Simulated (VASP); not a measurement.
# TiAl (P-6m2) in VASP: further runs

The runs below take TiAl through single point, with PBE.

Program: VASP 6.6.1. These are calculated values, not measurements. Logs are shortened: lines on timing, memory, paths and dates and some standing lists are left out, and cuts for length are marked.

## Step 1: The cell of the first run

Symmetry: P-6m2, No. 187, hexagonal system. The conventional cell has a = 2.778 Å, b = 2.778 Å, c = 4.985 Å, α = 90.00°, β = 90.00°, γ = 120.00°. Ti (site symmetry -6m2) has 6 Ti at 2.78 Å and 6 Al at 2.96 Å within 3.7 Å. Al (site symmetry -6m2) has 6 Al at 2.78 Å and 6 Ti at 2.96 Å within 3.7 Å.

## Step 2: Single point, PBE

File INCAR:

```
ALGO = Fast ; EDIFF = 1E-7
ENCUT = 520 ; GGA = PE
ISIF = 2 ; ISMEAR = 0
LASPH = T ; LCHARG = F
LREAL = F ; LWAVE = F
NBANDS = 14 ; NELM = 100
PREC = Accurate ; SIGMA = 0.15
```

File KPOINTS:

```
k-points
0
Gamma
  21 21 12
```

File POSCAR:

```
TiAl
1.0
    2.7776009532      0.0000000000      0.0000000000
   -1.3888004766      2.4054729871      0.0000000000
    0.0000000000      0.0000000000      4.9849757086
Ti Al
1 1
Direct
    0.0000000000      0.0000000000      0.0000000000
    0.3333333333      0.6666666667      0.5000000000
```

Potentials or basis: VASP PAW PBE potentials, release 64 (Ti_sv, Al).

Command:

```bash
> cat potpaw_PBE.64/Ti_sv/POTCAR potpaw_PBE.64/Al/POTCAR > POTCAR
> mpirun -np 1 vasp_std > vasp.out
```

OUTCAR:

```text
EDIFF = 1E-7
   ENCUT = 520
   GGA = PE
   ISIF = 2
   ISMEAR = 0
   LASPH = T
   LREAL = F
   NELM = 100
   PREC = Accurate

 ion  position               nearest neighbor table
   1  0.000  0.000  0.000-   2 2.96   2 2.96   2 2.96   2 2.96   2 2.96   2 2.96
   2  0.333  0.667  0.500-   1 2.96   1 2.96   1 2.96   1 2.96   1 2.96   1 2.96

  LATTYP: Found a hexagonal cell.
 ALAT       =     2.7776009532
 C/A-ratio  =     1.7947055004

  Lattice vectors:

 A1 = (   2.7776009532,   0.0000000000,   0.0000000000)
 A2 = (  -1.3888004766,   2.4054729871,   0.0000000000)
 A3 = (   0.0000000000,   0.0000000000,   4.9849757086)

Analysis of symmetry for initial positions (statically):
=====================================================================
 Subroutine PRICEL returns:
 Original cell was already a primitive cell.

 Routine SETGRP: Setting up the symmetry group for a
 hexagonal supercell.

 Subroutine GETGRP returns: Found 12 space group operations
 (whereof 12 operations were pure point group operations)
 out of a pool of 24 trial point group operations.

The static configuration has the point symmetry D_3h.

Analysis of symmetry for dynamics (positions and initial velocities):
=====================================================================
 Subroutine PRICEL returns:
 Original cell was already a primitive cell.

 Routine SETGRP: Setting up the symmetry group for a
 hexagonal supercell.

 Subroutine GETGRP returns: Found 12 space group operations
 (whereof 12 operations were pure point group operations)
 out of a pool of 24 trial point group operations.

The dynamic configuration has the point symmetry D_3h.

 Subroutine INISYM returns: Found 12 space group operations
 (whereof 12 operations are pure point group operations),
 and found     1 'primitive' translations

----------------------------------------------------------------------------------------

                                     Primitive cell

  volume of cell :      33.3068

  direct lattice vectors                    reciprocal lattice vectors
     2.777600953  0.000000000  0.000000000     0.360022918  0.207859329  0.000000000
    -1.388800477  2.405472987  0.000000000     0.000000000  0.415718657  0.000000000
     0.000000000  0.000000000  4.984975709     0.000000000  0.000000000  0.200602783

  length of vectors
     2.777600953  2.777600953  4.984975709     0.415718657  0.415718657  0.200602783

  position of ions in fractional coordinates (direct lattice)
     0.000000000  0.000000000  0.000000000
     0.333333333  0.666666667  0.500000000

  ion indices of the primitive-cell ions
   primitive index   ion index
                 1           1
                 2           2

----------------------------------------------------------------------------------------

 KPOINTS: k-points

Automatic generation of k-mesh.
 Grid dimensions read from file:
 generate k-points for:   21   21   12

 Generating k-lattice:

  Cartesian coordinates                     Fractional coordinates (reciprocal lattice)
     0.017143948  0.009898063  0.000000000     0.047619048  0.000000000  0.000000000
     0.000000000  0.019796127  0.000000000     0.000000000  0.047619048  0.000000000
     0.000000000  0.000000000  0.016716899     0.000000000  0.000000000  0.083333333

  Length of vectors
     0.019796127  0.019796127  0.016716899

  Shift w.r.t. Gamma in fractional coordinates (k-lattice)
     0.000000000  0.000000000  0.000000000

 Subroutine IBZKPT returns following result:
 ===========================================

 Found    336 irreducible k-points:

 Following reciprocal coordinates:
            Coordinates               Weight
  0.000000  0.000000  0.000000      1.000000
  0.047619  0.000000  0.000000      6.000000
  0.095238 -0.000000  0.000000      6.000000
  0.142857  0.000000  0.000000      6.000000
  0.190476 -0.000000  0.000000      6.000000
  0.238095 -0.000000  0.000000      6.000000
[... 16 lines left out ...]
  0.142857  0.095238  0.000000     12.000000
  0.190476  0.095238  0.000000     12.000000
 [... further k-points ...]
   k-points           NKPTS =    336   k-points in BZ     NKDIM =    336   number of bands    NBANDS=     14
   number of dos      NEDOS =    301   number of ions     NIONS =      2
   total plane-waves  NPLWV =  23040
   dimension x,y,z NGX =    24 NGY =   24 NGZ =   40
   dimension x,y,z NGXF=    48 NGYF=   48 NGZF=   80
   ions per type =               1   1
   NGX,Y,Z   is equivalent  to a cutoff of  14.36, 14.36, 13.34 a.u.
   NGXF,Y,Z  is equivalent  to a cutoff of  28.73, 28.73, 26.68 a.u.
 SYSTEM =  unknown system
   PREC   = accura    normal or accurate (medium, high low for compatibility)
   ISTART =      0    job   : 0-new  1-cont  2-samecut
   ICHARG =      2    charge: 1-file 2-atom 10-const
   ISPIN  =      1    spin polarized calculation?
   LNONCOLLINEAR =      F non collinear calculations
   LSORBIT =      F    spin-orbit coupling
   LASPH  =      T    aspherical Exc in radial PAW
   ENCUT  =  520.0 eV  38.22 Ry    6.18 a.u.   5.16  5.16  9.27*2*pi/ulx,y,z
   NELM   =    100;   NELMIN=  2; NELMDL= -5     # of ELM steps
   EDIFF  = 0.1E-06   stopping-criterion for ELM
   LREAL  =      F    real-space projection
   EDIFFG = 0.1E-05   stopping-criterion for IOM
   NSW    =      0    number of steps for IOM
   IBRION =     -1    ionic relax: 0-MD 1-quasi-New 2-CG
   NFREE  =      0    steps in history (QN), initial steepest desc. (CG)
   ISIF   =      2    stress and relaxation
   ISYM   =      2    0-nonsym 1-usesym 2-fastsym
   POTIM  = 0.5000    time-step for ionic-motion
   TEBEG  =    0.0;   TEEND  =   0.0 temperature during run
   PSTRESS=    0.0 pullay stress
   NELECT =      15.0000    total number of electrons
   NUPDOWN=      -1.0000    fix difference up-down
   EMIN   =  10.00;   EMAX   =-10.00  energy-range for DOS
   EFERMI =   0.00;   METHOD = LEGACY
   ISMEAR =     0;   SIGMA  =   0.15  broadening in eV -4-tet -1-fermi 0-gaus
   EFERMI_NEDOS =   21; number of points for ismear=-14 and -15
   IALGO  =     68    algorithm
   IMIX   =      4    mixing-type and parameters
     AMIX     =   0.40;   BMIX     =  1.00
     AMIX_MAG =   1.60;   BMIX_MAG =  1.00
  volume/ion in A,a.u.               =      16.65       112.38
  Fermi-wavevector in a.u.,A,eV,Ry     =   1.254857  2.371335 21.424622  1.574665
  Thomas-Fermi vector in A             =   2.388641
   LORBIT       =      0    0 simple, 1 ext, 2 COOP (PROOUT), +10 PAW based schemes
   GGA     = PE    functional components
   LHFCALC =     F    Hartree Fock is set to
   AEXX    =    0.0000 exact exchange contribution
   IVDW    =     0    specifies the selected vdW correction
   LEPSILON=     F    determine dielectric tensor
   LRPA    =     F    only Hartree local field effects (RPA)
 non-spin polarized calculation
 RMM-DIIS sequential band-by-band and
 Gauss-broadening in eV      SIGMA  =   0.15
  energy-cutoff  :      520.00
  volume of cell :       33.31
 maximum number of plane-waves:       914
 NGX is ok and might be reduce to    24

 number of electron      14.9999995 magnetization

 Free energy of the ion-electron system (eV)
  ---------------------------------------------------
  ext. energy  EPLUGINS =         0.00000000
  ---------------------------------------------------
  free energy    TOTEN  =       -11.97523704 eV

  energy without entropy =      -11.95320463  energy(sigma->0) =      -11.96422084

 E-fermi :   7.9981     XC(G=0): -10.9219

 val. band max:        7.9974434108   @ k =   0.2381   0.1429   0.0833
 cond. band min:       8.0001870196   @ k =   0.2857   0.1429   0.1667
 fundamental gap:      0.0027436087
 Fermi energy:         7.9980792187

 k-point     1 :       0.0000    0.0000    0.0000
  band No.  band energies     occupation
      1     -48.5904      2.00000
      2     -24.9235      2.00000
      3     -24.3747      2.00000
      4     -24.3747      2.00000
      5      -1.2163      2.00000
      6       5.2239      2.00000
      7       5.3988      2.00000
      8       9.2608      0.00000
      9       9.2608      0.00000
     10      10.7288      0.00000
     11      10.9671      0.00000
     12      10.9671      0.00000
     13      21.7261      0.00000
     14      21.7262      0.00000

 k-point     2 :       0.0476    0.0000    0.0000
  band No.  band energies     occupation
      1     -48.5874      2.00000
      2     -24.9207      2.00000
      3     -24.3923      2.00000
      4     -24.3786      2.00000
      5      -1.1566      2.00000
      6       5.2964      2.00000
      7       5.4198      2.00000
      8       9.2025      0.00000
      9       9.3125      0.00000
     10      10.7498      0.00000
     11      10.9505      0.00000
     12      10.9552      0.00000
     13      20.5853      0.00000
     14      21.1123      0.00000

 k-point     3 :       0.0952   -0.0000    0.0000
  band No.  band energies     occupation
      1     -48.5787      2.00000
      2     -24.9127      2.00000
      3     -24.4433      2.00000
      4     -24.3900      2.00000
      5      -0.9781      2.00000
      6       5.4811      2.00000
      7       5.5074      2.00000
      8       9.0404      0.00000
      9       9.4652      0.00000
     10      10.8106      0.00000
     11      10.9025      0.00000
     12      10.9245      0.00000
     13      18.8658      0.00000
     14      20.2857      0.00000
[... 324 lines left out ...]
 k-point    23 :       0.1429    0.0952    0.0000
  band No.  band energies     occupation
      1     -48.5405      2.00000
      2     -24.8775      2.00000
      3     -24.6529      2.00000
      4     -24.4495      2.00000
      5      -0.0995      2.00000
      6       5.7557      2.00000
      7       6.4262      2.00000
      8       8.4048      0.00013
      9      10.2162      0.00000
     10      10.6098      0.00000
     11      10.9501      0.00000
     12      11.0877      0.00000
     13      15.5138      0.00000
     14      16.8065      0.00000

 k-point    24 :       0.1905    0.0952    0.0000
  band No.  band energies     occupation
      1     -48.5217      2.00000
      2     -24.8602      2.00000
      3     -24.7532      2.00000
      4     -24.4799      2.00000
      5       0.4177      2.00000
      6       5.8959      2.00000
      7       6.8152      2.00000
      8       8.1989      0.05830
      9      10.4468      0.00000
     10      10.5703      0.00000
     11      11.0372      0.00000
     12      11.2623      0.00000
     13      14.0766      0.00000
     14      16.1836      0.00000

 [... further k-points ...]

------------------------ aborting loop because EDIFF is reached ----------------------------------------

  FORCE on cell =-STRESS in cart. coord.  units (eV):
  Direction    XX          YY          ZZ          XY          YZ          ZX
  --------------------------------------------------------------------------------------
  -------------------------------------------------------------------------------------
  Total        1.2380844      1.2380844     -2.3719838     -0.0000000      0.0000000      0.0000000
  in kB       59.5562649     59.5562649   -114.1008607     -0.0000000      0.0000000      0.0000000
  external PRESSURE =       1.6705564 kB  Pullay stress =       0.0000000 kB

 VOLUME and BASIS-vectors are now :
 -----------------------------------------------------------------------------
  energy-cutoff  :      520.00
  volume of cell :       33.31
      direct lattice vectors                 reciprocal lattice vectors
     2.777600953  0.000000000  0.000000000     0.360022918  0.207859329  0.000000000
    -1.388800477  2.405472987  0.000000000     0.000000000  0.415718657  0.000000000
     0.000000000  0.000000000  4.984975709     0.000000000  0.000000000  0.200602783

 POSITION                                       TOTAL-FORCE (eV/Angst)
 -----------------------------------------------------------------------------------
      0.00000      0.00000      0.00000         0.000000      0.000000      0.000000
     -0.00000      1.60365      2.49249        -0.000000      0.000000      0.000000
 -----------------------------------------------------------------------------------
    total drift:                                0.000000     -0.000000      0.000000

  FREE ENERGIE OF THE ION-ELECTRON SYSTEM (eV)
  ---------------------------------------------------
  free  energy   TOTEN  =       -11.9752370431 eV

  energy  without entropy=      -11.9532046327  energy(sigma->0) =      -11.96422084
```

Wall time 4.1 min (1 thread of AMD EPYC 9R45 (Zen 5), shared host); peak memory 0.25 GiB.

What came out:

```yaml
Free_energy: -11.9752 eV
Pressure: 0.2 GPa
Band_gap_on_the_k_mesh: zero (an odd number of electrons rules out a gap without spin polarisation)
```

Stress tensor (GPa, compression positive):
```
  5.96   0.00   0.00
  0.00   5.96   0.00
  0.00   0.00 -11.41
```

## Step 3: Single point, PBE

This run uses another cell than the first one, of the same volume but with other edges.

File INCAR:

```
ALGO = Fast ; EDIFF = 1E-6
ENCUT = 520 ; GGA = PE
ISIF = 2 ; ISMEAR = 0
LASPH = True ; LCHARG = False
LREAL = False ; LWAVE = False
NBANDS = 14 ; NELM = 60
PREC = Accurate ; SIGMA = 0.15
```

KPOINTS is that of step 2.

File POSCAR:

```
TiAl
1.0
    2.9065446789      0.0000000000      0.0000000000
   -1.4532723394      2.5171415292      0.0000000000
    0.0000000000      0.0000000000      4.5524873213
Ti Al
1 1
Direct
    0.0000000000      0.0000000000      0.0000000000
    0.3333333333      0.6666666667      0.5000000000
```

Potentials or basis: VASP PAW PBE potentials, release 64 (Ti_sv, Al).

Command:

```bash
> cat potpaw_PBE.64/Ti_sv/POTCAR potpaw_PBE.64/Al/POTCAR > POTCAR
> mpirun -np 1 vasp_std > vasp.out
```

Wall time 3.1 min (1 thread of AMD EPYC 9R45 (Zen 5), shared host); peak memory 0.25 GiB.

The run converged. Its results:

```
Free energy            : -12.0892 eV
Pressure               : 0.8 GPa
Band gap on the k mesh : zero (an odd number of electrons rules out a gap without spin polarisation)
```

Stress tensor (GPa, compression positive):
```
-0.44  0.00  0.00
 0.00 -0.44  0.00
 0.00  0.00  3.38
```

Levels at points of the mesh, in eV from the Fermi level:
| k point | band 6 | band 7 | band 8 | band 9 | band 10 | band 11 |
| --- | --- | --- | --- | --- | --- | --- |
| (0.00, 0.00, 0.00) | -2.13 | -1.50 | 1.24 | 1.24 | 2.64 | 2.64 |
| (0.00, 0.00, 0.50) | -5.19 | -0.21 | 1.26 | 1.26 | 2.54 | 2.54 |

## Step 4: Single point, PBE

This run uses another cell than the first one, of the same volume but with other edges.

File INCAR:

```
SYSTEM = TiAl
ALGO     = Fast           ! electronic algorithm
EDIFF    = 1E-6           ! SCF threshold, eV
ENCUT    = 520            ! plane-wave cutoff, eV
GGA      = PE             ! functional
ISIF     = 2              ! what is computed and relaxed
ISMEAR   = 0              ! smearing method
LASPH    = .TRUE.         ! aspherical terms in the spheres
LCHARG   = .TRUE.         ! write CHGCAR
LELF     = .TRUE.         ! ELF
LREAL    = .FALSE.        ! projectors in reciprocal space
LVHAR    = .TRUE.       
LWAVE    = .FALSE.        ! write WAVECAR
NBANDS   = 14             ! bands
NELM     = 80             ! most SCF steps
PREC     = Accurate       ! precision mode
SIGMA    = 0.15           ! smearing width, eV
```

File KPOINTS:

```
k-points
0
G
  21 21 12
  0 0 0
```

File POSCAR:

```
TiAl
1.0
    2.8210079793      0.0000000000      0.0000000000
   -1.4105039896      2.4430645743      0.0000000000
    0.0000000000      0.0000000000      4.8327476944
Ti Al
1 1
Direct
    0.0000000000      0.0000000000      0.0000000000
    0.3333333333      0.6666666667      0.5000000000
```

Command:

```bash
> cat potpaw_PBE.64/Ti_sv/POTCAR potpaw_PBE.64/Al/POTCAR > POTCAR
> mpirun -np 1 vasp_std > vasp.out
```

It took 3.2 min on 1 thread of AMD EPYC 9R45 (Zen 5), shared host; peak memory 0.25 GiB.

It converged, with:

- Free energy: -12.0603 eV
- Pressure: -0.1 GPa
- Band gap on the k mesh: zero (an odd number of electrons rules out a gap without spin polarisation)

Stress tensor (GPa, compression positive):
```
 2.95  0.00  0.00
 0.00  2.95  0.00
 0.00  0.00 -6.17
```

Levels at points of the mesh, in eV from the Fermi level:
| k point | band 5 | band 6 | band 7 | band 8 | band 9 | band 10 |
| --- | --- | --- | --- | --- | --- | --- |
| (0.00, 0.00, 0.00) | -9.07 | -2.53 | -2.24 | 1.28 | 1.28 | 2.88 |
| (0.00, 0.00, 0.50) | -8.31 | -5.39 | -0.72 | 1.29 | 1.29 | 2.83 |

[end of part 1 of 2]
